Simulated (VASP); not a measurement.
Mg5Se:

```
CELL_PARAMETERS angstrom
0.00000 3.79829 3.79829
3.79829 0.00000 3.79829
3.79829 3.79829 0.00000
ATOMIC_POSITIONS crystal
Mg 0.12500 0.62500 0.62500
Mg 0.62500 0.62500 0.62500
Mg 0.62500 0.12500 0.62500
Mg 0.62500 0.62500 0.12500
Mg 0.25000 0.25000 0.25000
Se 0.00000 0.00000 0.00000
```

- Program: VASP 6.6.1
- Task: relaxation of cell and atoms
- Functional: PBE
- Potentials or basis: VASP PAW PBE potentials, release 64 (Mg, Se)
- Cutoff: 600 eV
- k mesh: 4 × 4 × 4
- Occupations: gaussian, width 0.1 eV
- Spin: no spin polarisation

At the start: pressure 14.2 GPa; volume 18.27 Å³/atom.

Q: Where does the relaxation end?

A: Over 3 steps the energy falls by 184.9 meV/atom and the volume is 23.49 Å³/atom (+28.6 %); space group F-43m (No. 216, to 0.05 Å).

Step by step:
```tsv
step	energy change (eV)	largest force (eV/Å)	pressure (GPa)	volume (Å³)
1	0.0000	0.0770	14.16	109.60
2	-1.1019	0.0150	0.82	137.26
3	-1.1094	0.0199	-0.14	140.93
```

Final structure:
```xyz
6
Lattice="0.0000 4.1304 4.1304 4.1304 0.0000 4.1304 4.1304 4.1304 0.0000" Properties=species:S:1:pos:R:3 pbc="T T T"
Mg    5.1604    3.1004    3.1004
Mg    5.1604    5.1604    5.1604
Mg    3.1004    5.1604    3.1004
Mg    3.1004    3.1004    5.1604
Mg    2.0652    2.0652    2.0652
Se    0.0000    0.0000    0.0000
```

Caveat: the volume moved by over 15 % at a fixed basis, so the end points are rough.
